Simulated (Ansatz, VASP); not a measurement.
## BN: VASP beside Ansatz

```
N B
1.0
     0.00000    3.47186    2.15155
     1.24323    0.00000    2.15155
     1.24323    3.47186    0.00000
N B
1 1
Cartesian
  1.2432 3.4719 2.8687
  1.2432 3.4719 0.0002
```

Alike in both runs: task single point; functional LDA; k mesh 13 × 13 × 13; occupations fermi-dirac, width 0.05 eV; no spin polarisation.

|  | VASP | Ansatz |
| --- | --- | --- |
| version | VASP 6.6.1 | Ansatz 0.2.0 |
| potentials or method | VASP PAW LDA potentials, release 64 (N, B) | Ansatz PAW |
| plane-wave cutoff (eV) | 520 | 420 |
| valence electrons in the cell | 8 | 8 |

VASP gave:

- gap on the k mesh at the Fermi level (eV): 3.70
- least direct gap on the mesh (eV): 4.55
- pressure (GPa): 0.9
- traceless stress, the component that is largest in VASP (GPa): -2.14
- rms of the force components (eV/Å): 0.007

Q: Estimate Ansatz's values.

A: gap on the k mesh at the Fermi level (eV): 3.72; least direct gap on the mesh (eV): 4.56; pressure (GPa): 0.5; traceless stress, the component that is largest in VASP (GPa): -1.54; rms of the force components (eV/Å): 0.007.

LDA's correlation is that of Perdew and Zunger in VASP and of Perdew and Wang (1992) in Ansatz. Atom by atom the forces differ by 0.000 eV/Å (rms over components).

Noted on Ansatz's run: odd divisions of the mesh miss points on the zone boundary, where band edges often lie, so the gap on the mesh can be too wide.
